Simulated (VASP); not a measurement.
Runs of VASP 6.6.1 on WS. The structure is that of space group Fm-3m (No. 225), or close to it. The cells are those of the table. 

| task | spin | cell | k mesh | cutoff (eV) | gap on the mesh (eV) | pressure (GPa) | moment (μB) |
| --- | --- | --- | --- | --- | --- | --- | --- |
| single point | off | a = 3.861 Å, angles 60.0°, 2 atoms | 14 × 14 × 14 | 520 | none | -19.5 | - |
| relaxation of cell and atoms | collinear | relaxed from a = 3.374 Å, angles 60.0°, 2 atoms | 8 × 8 × 8 | 600 | none | 0.5 | 0.00 |
| single point | collinear | a = 3.864 Å, angles 60.0°, 2 atoms | 8 × 8 × 8 | 520 | none | (a) | (b) |
| single point | off | a = 3.589 Å, angles 60.0°, 2 atoms | 14 × 14 × 14 | 520 | none | -1.3 | - |

Alike in all rows: level r2SCAN+U; potentials or basis VASP PAW PBE potentials, release 64 (W_sv, S); W d U = 6.2 eV; smearing gaussian 0.1 eV.

Problem. Fill in the values left out.

Solution. (a) -3.7; (b) 3.84.

Caveats: the PAW data sets were made with another functional, which shifts forces and pressure a little; spin-orbit coupling is left out, which moves the levels of the heavy elements; the cell stands under tension (at least some runs); U without spin polarisation on a metal has little footing (at least some runs); the electronic state changed during the relaxation (at least some runs).

A k mesh can miss the band edges, and the runs leave out spin-orbit coupling on W.

A gap of «none» marks levels without a gap at the run's occupations.
